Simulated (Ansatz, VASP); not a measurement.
**Two plane-wave programs on ZrPbO4**

```xyz
6
Lattice="3.7145 0.0000 0.0000 0.0000 3.7145 0.0000 0.0000 0.0000 5.2730" Properties=species:S:1:pos:R:3 pbc="T T T"
Zr    1.8573    1.8573    2.6365
Pb    0.0000    0.0000    0.0000
O     1.8573    0.0000    3.8981
O     0.0000    1.8573    1.3748
O     1.8573    0.0000    1.3748
O     0.0000    1.8573    3.8981
```

Change from the starting cell: species swapped into the CePrO4 type (P4/mmm, No. 123).

Alike in both runs: functional PBE; k mesh 10 × 10 × 8; occupations gaussian, width 0.1 eV; no spin polarisation.

Ansatz relaxed the structure, and its values are those at the end. VASP's run is a single point on that final structure, the one shown.

|  | VASP | Ansatz |
| --- | --- | --- |
| version | VASP 6.6.1 | Ansatz 0.2.0 |
| potentials or method | VASP PAW PBE potentials, release 64 (Zr_sv, Pb_d, O), cutoff 520 eV | scalar-relativistic, plane waves, PAW |
| valence electrons in the cell | 50 | 50 |

```csv
,VASP,Ansatz,Ansatz less VASP
gap on the k mesh at the Fermi level (eV),none,none,-
pressure (GPa),0.3,0.0,-0.28
```

A gap of «none» marks a metal or a gap that the smearing closes. The functional is the same, so the differences come from potentials, cutoffs and numerics.

Neither program's run includes spin-orbit coupling.
